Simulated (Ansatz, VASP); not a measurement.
## Two plane-wave programs on Cs3Rh

```
Cs Rh
1.0
     5.61449    0.00000    0.00000
     0.00000    5.61449    0.00000
     0.00000    0.00000    5.61531
Cs Rh
3 1
Direct
  0.00000 0.50000 0.50000
  0.50000 0.00000 0.50000
  0.50000 0.50000 0.00000
  0.00000 0.00000 0.00000
```

Alike in both runs: functional PBE; k mesh 10 × 10 × 10; occupations gaussian, width 0.1 eV; no spin polarisation.

Ansatz relaxed the structure, and its values are those at the end. VASP's run is a single point on that final structure, the one shown.

|  | VASP | Ansatz |
| --- | --- | --- |
| version | VASP 6.6.1 | Ansatz 0.2.0 |
| potentials or method | VASP PAW PBE potentials, release 64 (Cs_sv, Rh_pv), cutoff 520 eV | scalar-relativistic, plane waves, PAW |
| valence electrons in the cell | 42 | 44 |

|  | VASP | Ansatz | Ansatz less VASP |
| --- | --- | --- | --- |
| gap on the k mesh at the Fermi level (eV) | none | none | - |
| pressure (GPa) | 0.1 | 0.0 | -0.08 |

A gap of «none» marks a metal or a gap that the smearing closes. VASP's potentials hold 42 valence electrons a cell and Ansatz's 44, so a difference there can come from the potentials and not from the codes.

Neither program's run includes spin-orbit coupling.
